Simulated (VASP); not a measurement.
# Al (Im-3m) in VASP: settings compared

The runs below take Al through relaxation of cell and atoms, with revPBE+D4, BLYP+D3(BJ).

Everything below comes from runs of VASP 6.6.1. Logs are shortened: lines on timing, memory, paths and dates and some standing lists are left out, and cuts for length are marked.

### Step 1. The cell of the first run

The structure is cubic, space group Im-3m (No. 229). Conventional cell: a = 3.182 Å, b = 3.182 Å, c = 3.182 Å, α = 90.00°, β = 90.00°, γ = 90.00°. Al (site symmetry m-3m) has 14 Al at 2.76 to 3.18 Å within 3.6 Å.

### Step 2. Relaxation of cell and atoms, revPBE+D4

INCAR

```
ALGO = Normal
EDIFF = 1E-6
EDIFFG = -0.01
ENCUT = 600
GGA = RE
IBRION = 2
ISIF = 3
ISMEAR = -1
IVDW = 13
LASPH = True
LCHARG = False
LREAL = False
LWAVE = False
NELM = 60
NSW = 60
PREC = Accurate
SIGMA = 0.05
```

KPOINTS

```
k-points
0
Gamma
  12 12 12
```

POSCAR

```
Al
1.0
   -1.5912186900      1.5912186900      1.5912186900
    1.5912186900     -1.5912186900      1.5912186900
    1.5912186900      1.5912186900     -1.5912186900
Al
1
Direct
    0.0000000000      0.0000000000      0.0000000000
```

Potentials or basis: VASP PAW PBE potentials, release 64 (Al).

Launch:

```sh
cat potpaw_PBE.64/Al/POTCAR > POTCAR
mpirun -np 1 vasp_std > vasp.out
```

OUTCAR:

```text
EDIFF = 1E-6
   EDIFFG = -0.01
   ENCUT = 600
   GGA = RE
   IBRION = 2
   ISIF = 3
   ISMEAR = -1
   IVDW = 13
   LASPH = True
   LREAL = False
   NELM = 60
   NSW = 60
   PREC = Accurate

 ion  position               nearest neighbor table
   1  0.000  0.000  0.000-

  LATTYP: Found a body centered cubic cell.
 ALAT       =     3.1824373800

  Lattice vectors:

 A1 = (  -1.5912186900,   1.5912186900,   1.5912186900)
 A2 = (   1.5912186900,  -1.5912186900,   1.5912186900)
 A3 = (   1.5912186900,   1.5912186900,  -1.5912186900)

Analysis of symmetry for initial positions (statically):
=====================================================================
 Subroutine PRICEL returns:
 Original cell was already a primitive cell.

 Routine SETGRP: Setting up the symmetry group for a
 body centered cubic supercell.

 Subroutine GETGRP returns: Found 48 space group operations
[... 9 lines left out ...]

 Routine SETGRP: Setting up the symmetry group for a
 body centered cubic supercell.

 Subroutine GETGRP returns: Found 48 space group operations
[... 11 lines left out ...]
                                     Primitive cell

  volume of cell :      16.1157

  direct lattice vectors                    reciprocal lattice vectors
    -1.591218690  1.591218690  1.591218690     0.000000000  0.314224565  0.314224565
     1.591218690 -1.591218690  1.591218690     0.314224565  0.000000000  0.314224565
     1.591218690  1.591218690 -1.591218690     0.314224565  0.314224565  0.000000000

  length of vectors
     2.756071617  2.756071617  2.756071617     0.444380641  0.444380641  0.444380641

  position of ions in fractional coordinates (direct lattice)
     0.000000000  0.000000000  0.000000000

  ion indices of the primitive-cell ions
   primitive index   ion index
                 1           1

----------------------------------------------------------------------------------------

 KPOINTS: k-points

Automatic generation of k-mesh.
 Grid dimensions read from file:
 generate k-points for:   12   12   12

[... 115 lines left out ...]

  DFT-D4 for vdW energy calculation

  Edisp (eV):   -0.57673

  FORCE on cell =-STRESS in cart. coord.  units (eV):
  Direction    XX          YY          ZZ          XY          YZ          ZX
  --------------------------------------------------------------------------------------
  -------------------------------------------------------------------------------------
  Total      -0.08363    -0.08363    -0.08363    -0.00000     0.00000     0.00000
  in kB      -8.31465    -8.31465    -8.31465    -0.00000     0.00000     0.00000
  external pressure =       -8.31 kB  Pullay stress =        0.00 kB

 VOLUME and BASIS-vectors are now :
 -----------------------------------------------------------------------------
  energy-cutoff  :      600.00
  volume of cell :       16.12
      direct lattice vectors                 reciprocal lattice vectors
    -1.591218690  1.591218690  1.591218690     0.000000000  0.314224565  0.314224565
     1.591218690 -1.591218690  1.591218690     0.314224565  0.000000000  0.314224565
     1.591218690  1.591218690 -1.591218690     0.314224565  0.314224565  0.000000000

 POSITION                                       TOTAL-FORCE (eV/Angst)
 -----------------------------------------------------------------------------------
      0.00000      0.00000      0.00000         0.000000     -0.000000      0.000000
 -----------------------------------------------------------------------------------
    total drift:                                0.000000     -0.000000     -0.000000

  FREE ENERGIE OF THE ION-ELECTRON SYSTEM (eV)
  ---------------------------------------------------
  free  energy   TOTEN  =        -4.0172950784 eV

  energy  without entropy=       -4.0130809448  energy(sigma->0) =       -4.01518801

--------------------------------------- Ionic step        2  -------------------------------------------

 number of electron       3.0000000 magnetization

 Free energy of the ion-electron system (eV)
  ---------------------------------------------------
  ext. energy  EPLUGINS =         0.00000000
  ---------------------------------------------------
  free energy    TOTEN  =        -3.43412004 eV

  energy without entropy =       -3.42986200  energy(sigma->0) =       -3.43199102

 E-fermi :   8.4503     XC(G=0): -10.2899

 val. band max:        8.3442615310   @ k =   0.3333   0.0833   0.0000
 cond. band min:       8.4608004842   @ k =  -0.4167  -0.4167   0.2500
 fundamental gap:      0.1165389533
 Fermi energy:         8.4503166838

 k-point     1 :       0.0000    0.0000    0.0000
  band No.  band energies     occupation
      1      -2.9287      2.00000
      2      21.9295      0.00000
      3      21.9295      0.00000
      4      21.9295      0.00000
      5      23.8029      0.00000
[... 177 lines left out ...]
 k-point    24 :       0.4167    0.0833    0.0833
  band No.  band energies     occupation
      1       4.3625      2.00000
      2       4.9683      2.00000
      3      13.4448      0.00000
      4      14.2968      0.00000
      5      22.7231      0.00000

 [... further k-points ...]

------------------------ aborting loop because EDIFF is reached ----------------------------------------

  DFT-D4 for vdW energy calculation

  Edisp (eV):   -0.58363

  FORCE on cell =-STRESS in cart. coord.  units (eV):
  Direction    XX          YY          ZZ          XY          YZ          ZX
  --------------------------------------------------------------------------------------
  -------------------------------------------------------------------------------------
  Total       0.00961     0.00961     0.00961     0.00000    -0.00000     0.00000
  in kB       0.96725     0.96725     0.96725     0.00000    -0.00000     0.00000
  external pressure =        0.97 kB  Pullay stress =        0.00 kB

 VOLUME and BASIS-vectors are now :
 -----------------------------------------------------------------------------
  energy-cutoff  :      600.00
  volume of cell :       15.92
      direct lattice vectors                 reciprocal lattice vectors
    -1.584798557  1.584798557  1.584798557     0.000000000  0.315497511  0.315497511
     1.584798557 -1.584798557  1.584798557     0.315497511  0.000000000  0.315497511
     1.584798557  1.584798557 -1.584798557     0.315497511  0.315497511  0.000000000

 POSITION                                       TOTAL-FORCE (eV/Angst)
 -----------------------------------------------------------------------------------
      0.00000     -0.00000      0.00000         0.000000      0.000000      0.000000
 -----------------------------------------------------------------------------------
    total drift:                               -0.000000      0.000000      0.000000

  FREE ENERGIE OF THE ION-ELECTRON SYSTEM (eV)
  ---------------------------------------------------
  free  energy   TOTEN  =        -4.0177518649 eV

  energy  without entropy=       -4.0134938273  energy(sigma->0) =       -4.01562285

 reached required accuracy - stopping structural energy minimisation
```

It took 15 s on 1 thread of AMD EPYC 7R43 (Zen 3), shared host; peak memory 0.1 GiB.

Results:

```yaml
Free_energy: -4.0178 eV
Relaxed_volume: 15.92 Å³/atom
Relaxed_cell: a = 2.745 Å, b = 2.745 Å, c = 2.745 Å, α = 109.47°, β = 109.47°, γ = 109.47°
Space_group_after_relaxing_to_0.05_Å: Im-3m (No. 229)
Energy_gained_by_relaxing: 0.5 meV/atom
Ionic_steps: 2
Pressure_after_relaxing: 0.1 GPa
Dispersion_energy_per_atom: -0.584 eV
```

The path:
```csv
step,energy change (eV),largest force (eV/Å),pressure (GPa),volume (Å³)
1,0.0000,0.0000,-0.83,16.12
2,-0.0005,0.0000,0.10,15.92
```

Final structure:
```
Al
1.0
    -1.58480    1.58480    1.58480
     1.58480   -1.58480    1.58480
     1.58480    1.58480   -1.58480
Al
1
Direct
  0.00000 0.00000 0.00000
```

Caveat: the PAW data sets were made with another functional, which shifts forces and pressure a little; pairwise dispersion overbinds metals, which lowers pressure and volume.

### Step 3. Relaxation of cell and atoms, BLYP+D3(BJ)

INCAR

```
SYSTEM = Al
AGGAC    = 1.0          
AGGAX    = 1.0          
ALDAC    = 0.0          
ALDAX    = 1.0          
ALGO     = Normal         ! electronic algorithm
EDIFF    = 1E-6           ! SCF threshold, eV
EDIFFG   = -0.01          ! ionic threshold
ENCUT    = 600            ! plane-wave cutoff, eV
GGA      = B5             ! functional
IBRION   = 2              ! ionic algorithm
ISIF     = 3              ! what is computed and relaxed
ISMEAR   = -1             ! smearing method
IVDW     = 12             ! dispersion correction
LASPH    = .True.         ! aspherical terms in the spheres
LCHARG   = .False.        ! write CHGCAR
LREAL    = .False.        ! projectors in reciprocal space
LWAVE    = .False.        ! write WAVECAR
NELM     = 80             ! most SCF steps
NSW      = 60             ! ionic steps
PREC     = Accurate       ! precision mode
SIGMA    = 0.05           ! smearing width, eV
VDW_A1   = 0.4298       
VDW_A2   = 4.2359       
VDW_S6   = 1.0          
VDW_S8   = 2.6996
```

KPOINTS

```
k-points
0
Gamma
  12 12 12
  0 0 0
```

POSCAR is that of step 2.

Potentials or basis: VASP PAW PBE potentials, release 64 (Al).

Launch:

```sh
cat potpaw_PBE.64/Al/POTCAR > POTCAR
mpirun -np 1 vasp_std > vasp.out
```

Wall time 17 s (1 thread of AMD EPYC 7R43 (Zen 3), shared host); peak memory 0.11 GiB.

Results (log left out):

| Item | Value |
| --- | --- |
| Free energy | -3.3657 eV |
| Relaxed volume | 16.01 Å³/atom |
| Relaxed cell | a = 2.750 Å, b = 2.750 Å, c = 2.750 Å, α = 109.47°, β = 109.47°, γ = 109.47° |
| Space group after relaxing (to 0.05 Å) | Im-3m (No. 229) |
| Energy gained by relaxing | 0.1 meV/atom |
| Ionic steps | 2 |
| Pressure after relaxing | 0.0 GPa |
| Dispersion energy per atom | -0.798 eV |

The path:
| step | energy change (eV) | largest force (eV/Å) | pressure (GPa) | volume (Å³) |
| --- | --- | --- | --- | --- |
| 1 | 0.0000 | 0.0000 | -0.44 | 16.12 |
| 2 | -0.0001 | 0.0000 | -0.01 | 16.01 |

Final structure:
```xyz
1
Lattice="-1.5878 1.5878 1.5878 1.5878 -1.5878 1.5878 1.5878 1.5878 -1.5878" Properties=species:S:1:pos:R:3 pbc="T T T"
Al    3.1757    0.0000    0.0000
```

Levels at points of the mesh, in eV from the Fermi level:
| k point | band 1 | band 2 | band 3 | band 4 | band 5 |
| --- | --- | --- | --- | --- | --- |
| (0.00, 0.00, 0.00) | -11.29 | 13.39 | 13.39 | 13.39 | 14.88 |
| (0.50, 0.00, 0.00) | -4.34 | -3.91 | 8.25 | 8.40 | 10.23 |
| (0.50, 0.50, 0.50) | 1.89 | 1.89 | 1.89 | 3.16 | 3.16 |

Caveat: the PAW data sets were made with another functional, which shifts forces and pressure a little; pairwise dispersion overbinds metals, which lowers pressure and volume.
